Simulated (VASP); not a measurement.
Ta3W, 4 atoms in the cell. It takes space group Fm-3m (No. 225, cubic). Conventional cell: a = 6.487 Å, b = 6.487 Å, c = 6.487 Å, α = 90.00°, β = 90.00°, γ = 90.00°. Within 3.7 Å of W (site symmetry m-3m) lie 14 Ta at 2.81 to 3.24 Å. Ta (site symmetry m-3m) has 8 Ta at 2.81 Å and 6 W at 3.24 Å within 3.7 Å. Within 3.7 Å of Ta (site symmetry -43m) lie 4 W at 2.81 Å and 10 Ta at 2.81 to 3.24 Å. 

| Quantity | Value |
| --- | --- |
| Program | VASP 6.6.1 |
| Task | single point |
| Functional | PBEsol |
| Potentials or basis | VASP PAW PBE potentials, release 64 (W_sv, Ta_pv) |
| Cutoff | 520 eV |
| k mesh | 7 × 7 × 7 |
| Occupations | methfessel-paxton, width 0.05 eV |
| Spin | no spin polarisation |
| Dipole correction | no |
| Further INCAR settings | ALGO = Normal; EDIFF = 1e-06; NBANDS = 32 |

Potentials or basis: VASP PAW PBE potentials, release 64 (W_sv, Ta_pv).

Launch:

```bash
$ cat potpaw_PBE.64/W_sv/POTCAR potpaw_PBE.64/Ta_pv/POTCAR > POTCAR
$ mpirun -np 1 vasp_std > vasp.out
```

Hardware: 1 thread of Intel(R) Xeon(R) Platinum 8559C (Emerald Rapids), on a shared host.

Q: Estimate the wall time of this run.

A: Wall time 24 s on 1 thread of Intel(R) Xeon(R) Platinum 8559C (Emerald Rapids), with other jobs on the host, peak memory 0.21 GiB. Counts: scf iterations 13, k points 20.
